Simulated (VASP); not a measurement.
# Hg in VASP: single point with PBE

Aim: the single point of Hg with PBE.

Everything below comes from runs of VASP 6.6.1. Logs are shortened: lines on timing, memory, paths and dates and some standing lists are left out, and cuts for length are marked.

### 1 The cell of the first run

The cell holds a single atom in a box, 1 atom: a = 14.000 Å, b = 14.400 Å, c = 14.800 Å, α = 90.00°, β = 90.00°, γ = 90.00°.

### 2 Single point, PBE, collinear spin

INCAR reads:

```
SYSTEM = Hg
PREC = Accurate
ENCUT = 520
EDIFF = 1E-6
ISMEAR = -1
SIGMA = 0.01
LREAL = .False.
LASPH = .True.
NELM = 150
ALGO = Normal
ISIF = 2
LWAVE = .False.
LCHARG = .False.
ISPIN = 2
MAGMOM = 2
LORBIT = 11
GGA = PE
NBANDS = 16
ISYM = 0
```

KPOINTS reads:

```
Automatic mesh
0
Gamma
  1 1 1
  0 0 0
```

POSCAR reads:

```
Hg
1.0
   14.0000000000      0.0000000000      0.0000000000
    0.0000000000     14.4000000000      0.0000000000
    0.0000000000      0.0000000000     14.8000000000
Hg
1
Direct
    0.5000000000      0.5000000000      0.5000000000
```

Potentials or basis: VASP PAW PBE potentials, release 64 (Hg).

Started as:

```bash
$ cat potpaw_PBE.64/Hg/POTCAR > POTCAR
$ mpirun -np 1 vasp_gam > vasp.out
```

OUTCAR:

```text
SYSTEM = Hg
   PREC = Accurate
   ENCUT = 520
   EDIFF = 1E-6
   ISMEAR = -1
   LREAL = .False.
   LASPH = .True.
   NELM = 150
   ISIF = 2
   ISPIN = 2
   LORBIT = 11
   GGA = PE
   ISYM = 0

 ion  position               nearest neighbor table
   1  0.500  0.500  0.500-

IMPORTANT INFORMATION: All symmetrisations will be switched off!
NOSYMM: (Re-)initialisation of all symmetry stuff for point group C_1.

----------------------------------------------------------------------------------------

                                     Primitive cell

  volume of cell :    2983.6800

  direct lattice vectors                    reciprocal lattice vectors
    14.000000000  0.000000000  0.000000000     0.071428571  0.000000000  0.000000000
     0.000000000 14.400000000  0.000000000     0.000000000  0.069444444  0.000000000
     0.000000000  0.000000000 14.800000000     0.000000000  0.000000000  0.067567568

  length of vectors
    14.000000000 14.400000000 14.800000000     0.071428571  0.069444444  0.067567568

  position of ions in fractional coordinates (direct lattice)
     0.500000000  0.500000000  0.500000000

  ion indices of the primitive-cell ions
   primitive index   ion index
                 1           1

----------------------------------------------------------------------------------------

 KPOINTS: Automatic mesh

Automatic generation of k-mesh.
 Grid dimensions read from file:
 generate k-points for:    1    1    1

 Generating k-lattice:

  Cartesian coordinates                     Fractional coordinates (reciprocal lattice)
     0.071428571  0.000000000  0.000000000     1.000000000  0.000000000  0.000000000
     0.000000000  0.069444444  0.000000000     0.000000000  1.000000000  0.000000000
     0.000000000  0.000000000  0.067567568     0.000000000  0.000000000  1.000000000

  Length of vectors
     0.071428571  0.069444444  0.067567568

  Shift w.r.t. Gamma in fractional coordinates (k-lattice)
     0.000000000  0.000000000  0.000000000

 Subroutine IBZKPT returns following result:
 ===========================================

 Found      1 irreducible k-points:

 Following reciprocal coordinates:
            Coordinates               Weight
  0.000000  0.000000  0.000000      1.000000
   k-points           NKPTS =      1   k-points in BZ     NKDIM =      1   number of bands    NBANDS=     16
   number of dos      NEDOS =    301   number of ions     NIONS =      1
   total plane-waves  NPLWV = ******
   dimension x,y,z NGX =   108 NGY =  108 NGZ =  112
   dimension x,y,z NGXF=   216 NGYF=  216 NGZF=  224
   ions per type =               1
   NGX,Y,Z   is equivalent  to a cutoff of  12.82, 12.47, 12.58 a.u.
   NGXF,Y,Z  is equivalent  to a cutoff of  25.65, 24.94, 25.16 a.u.
 SYSTEM =  Hg
   PREC   = accura    normal or accurate (medium, high low for compatibility)
   ISTART =      0    job   : 0-new  1-cont  2-samecut
   ICHARG =      2    charge: 1-file 2-atom 10-const
   ISPIN  =      2    spin polarized calculation?
   LNONCOLLINEAR =      F non collinear calculations
   LSORBIT =      F    spin-orbit coupling
   LASPH  =      T    aspherical Exc in radial PAW
   ENCUT  =  520.0 eV  38.22 Ry    6.18 a.u.  26.03 26.77 27.52*2*pi/ulx,y,z
   NELM   =    150;   NELMIN=  2; NELMDL= -5     # of ELM steps
   EDIFF  = 0.1E-05   stopping-criterion for ELM
   LREAL  =      F    real-space projection
   EDIFFG = 0.1E-04   stopping-criterion for IOM
   NSW    =      0    number of steps for IOM
   IBRION =     -1    ionic relax: 0-MD 1-quasi-New 2-CG
   NFREE  =      0    steps in history (QN), initial steepest desc. (CG)
   ISIF   =      2    stress and relaxation
   ISYM   =      0    0-nonsym 1-usesym 2-fastsym
   POTIM  = 0.5000    time-step for ionic-motion
   TEBEG  =    0.0;   TEEND  =   0.0 temperature during run
   PSTRESS=    0.0 pullay stress
   NELECT =      12.0000    total number of electrons
   NUPDOWN=      -1.0000    fix difference up-down
   EMIN   =  10.00;   EMAX   =-10.00  energy-range for DOS
   EFERMI =   0.00;   METHOD = LEGACY
   ISMEAR =    -1;   SIGMA  =   0.01  broadening in eV -4-tet -1-fermi 0-gaus
   EFERMI_NEDOS =   21; number of points for ismear=-14 and -15
   IALGO  =     38    algorithm
   IMIX   =      4    mixing-type and parameters
     AMIX     =   0.40;   BMIX     =  1.00
     AMIX_MAG =   1.60;   BMIX_MAG =  1.00
  volume/ion in A,a.u.               =    2983.68     20134.87
  Fermi-wavevector in a.u.,A,eV,Ry     =   0.260346  0.491983  0.922205  0.067780
  Thomas-Fermi vector in A             =   1.088001
   LORBIT       =     11    0 simple, 1 ext, 2 COOP (PROOUT), +10 PAW based schemes
   GGA     = PE    functional components
   LHFCALC =     F    Hartree Fock is set to
   AEXX    =    0.0000 exact exchange contribution
   IVDW    =     0    specifies the selected vdW correction
   LEPSILON=     F    determine dielectric tensor
   LRPA    =     F    only Hartree local field effects (RPA)
 spin polarized calculation
  energy-cutoff  :      520.00
  volume of cell :     2983.68
 maximum number of plane-waves:     40220
 NGX is ok and might be reduce to   108
   NGX = 53   NGY = 53   NGZ = 55

 number of electron      12.0000002 magnetization       0.0000112

 number of electron      12.0000002 magnetization      -0.0000161

 Free energy of the ion-electron system (eV)
  ---------------------------------------------------
  ext. energy  EPLUGINS =         0.00000000
  ---------------------------------------------------
  free energy    TOTEN  =        -0.01069530 eV

  energy without entropy =       -0.01069530  energy(sigma->0) =       -0.01069530

 E-fermi :  -6.5085     XC(G=0):  -0.3125

 val. band max:       -6.7617468083   @ k =   0.0000   0.0000   0.0000
 cond. band min:      -0.9893159111   @ k =   0.0000   0.0000   0.0000
 fundamental gap:      5.7724308971
 Fermi energy:        -6.5084990368

 spin component 1

 k-point     1 :       0.0000    0.0000    0.0000
  band No.  band energies     occupation
      1      -9.8056      1.00000
      2      -9.8056      1.00000
      3      -9.8056      1.00000
      4      -9.8056      1.00000
      5      -9.8056      1.00000
      6      -6.7617      1.00000
[... 8 lines left out ...]
     15       0.8109      0.00000
     16       0.8522      0.00000
 Fermi energy:        -6.5084990368

 spin component 2

 k-point     1 :       0.0000    0.0000    0.0000
  band No.  band energies     occupation
      1      -9.8056      1.00000
      2      -9.8056      1.00000
      3      -9.8056      1.00000
      4      -9.8056      1.00000
      5      -9.8056      1.00000
      6      -6.7617      1.00000
[... 8 lines left out ...]
     15       0.7961      0.00000
     16       0.8386      0.00000

------------------------ aborting loop because EDIFF is reached ----------------------------------------

  FORCE on cell =-STRESS in cart. coord.  units (eV):
  Direction    XX          YY          ZZ          XY          YZ          ZX
  --------------------------------------------------------------------------------------
  -------------------------------------------------------------------------------------
  Total       -0.0153648     -0.0154213     -0.0153850     -0.0000000      0.0000000      0.0000000
  in kB       -0.0082506     -0.0082809     -0.0082615     -0.0000000      0.0000000      0.0000000
  external PRESSURE =      -0.0082643 kB  Pullay stress =       0.0000000 kB

 VOLUME and BASIS-vectors are now :
 -----------------------------------------------------------------------------
  energy-cutoff  :      520.00
  volume of cell :     2983.68
      direct lattice vectors                 reciprocal lattice vectors
    14.000000000  0.000000000  0.000000000     0.071428571  0.000000000  0.000000000
     0.000000000 14.400000000  0.000000000     0.000000000  0.069444444  0.000000000
     0.000000000  0.000000000 14.800000000     0.000000000  0.000000000  0.067567568

 POSITION                                       TOTAL-FORCE (eV/Angst)
 -----------------------------------------------------------------------------------
      7.00000      7.20000      7.40000        -0.000000     -0.000000     -0.000000
 -----------------------------------------------------------------------------------
    total drift:                               -0.000000     -0.000000     -0.000000

  FREE ENERGIE OF THE ION-ELECTRON SYSTEM (eV)
  ---------------------------------------------------
  free  energy   TOTEN  =        -0.0106953047 eV

  energy  without entropy=       -0.0106953047  energy(sigma->0) =       -0.01069530

 total charge

# of ion       s       p       d       tot
------------------------------------------
    1        1.062   0.000   9.376  10.438

 magnetization (x)

# of ion       s       p       d       tot
------------------------------------------
    1       -0.000   0.000   0.000  -0.000
```

It took 7.9 min on 1 thread of Intel Xeon Platinum 8259CL at 2.50GHz (Skylake/Cascade Lake), shared host; peak memory 2.7 GiB.

Results:

| Quantity | Value |
| --- | --- |
| Free energy | -0.0107 eV |
| Pressure | 0.0 GPa |
| Band gap on the k mesh | 5.77 eV |
| Net moment | 0.00 μB per cell |
| Valence electrons inside the program's atomic spheres | Hg 10.44 |

Caveat: spin-orbit coupling is left out, which moves the levels of the heavy elements.
